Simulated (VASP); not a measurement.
## NbRu3: electric field gradients with LDA

The system is NbRu3.

```
Nb Ru
1.0
     3.88000    0.00000    0.00000
     0.00000    3.88000    0.00000
     0.00000    0.00000    3.88000
Nb Ru
1 3
Direct
  0.00000 0.00000 0.00000
  0.00000 0.50000 0.50000
  0.50000 0.00000 0.50000
  0.50000 0.50000 0.00000
```

- Program: VASP 6.6.1
- Task: electric field gradients
- Functional: LDA
- Potentials or basis: VASP PAW LDA potentials, release 64 (Nb_sv, Ru_pv)
- Cutoff: 400 eV
- k mesh: 9 × 9 × 9
- Occupations: fermi-dirac, width 0.05 eV
- Spin: no spin polarisation
- Dipole correction: no
- Further INCAR settings: ALGO = Normal; EDIFF = 1e-08; NBANDS = 36

```json
{
 "Pressure": "-11.7 GPa"
}
```

Levels at points of the mesh, in eV from the Fermi level:
```
           k point  band 26  band 27  band 28  band 29  band 30  band 31
(0.00, 0.00, 0.00)     1.79     2.32     2.32     2.32     3.64     3.64
```

Electric field gradients, principal values (V/Å²):
```tsv
atom	least	middle	greatest (by size)
1 Nb	0.000	0.000	0.000
2 Ru	6.412	6.412	-12.824
3 Ru	6.412	6.412	-12.824
4 Ru	6.412	6.412	-12.824
```

It took 120 s on 1 thread of AMD EPYC 7R13 (shared host), peak memory 0.13 GiB.

Caveat: without QUAD_EFG the Cq values of the log hold for a quadrupole moment of 1 mb, not for the nuclei.
